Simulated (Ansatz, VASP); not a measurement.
## Pt in VASP and in Ansatz

```
Pt
1.0
    -1.58908    1.58908    1.58908
     1.58908   -1.58908    1.58908
     1.58908    1.58908   -1.58908
Pt
1
Cartesian
  0.0000 0.0000 0.0000
```

Alike in both runs: task single point; functional revPBE; k mesh 16 × 16 × 16; occupations fermi-dirac, width 0.1 eV; no spin polarisation.

|  | VASP | Ansatz |
| --- | --- | --- |
| version | VASP 6.6.1 | Ansatz 0.2.0 |
| potentials or method | VASP PAW PBE potentials, release 64 (Pt), cutoff 520 eV | plane waves (420 eV) with PAW, scalar-relativistic |
| valence electrons in the cell | 10 | 18 |

|  | VASP | Ansatz | Ansatz less VASP |
| --- | --- | --- | --- |
| pressure (GPa) | -0.4 | 0.0 | +0.46 |

VASP's potentials were made for PBE, not for revPBE. VASP's potentials hold 10 valence electrons a cell and Ansatz's 18, so a difference there can come from the potentials and not from the codes.

Spin-orbit coupling is off throughout.
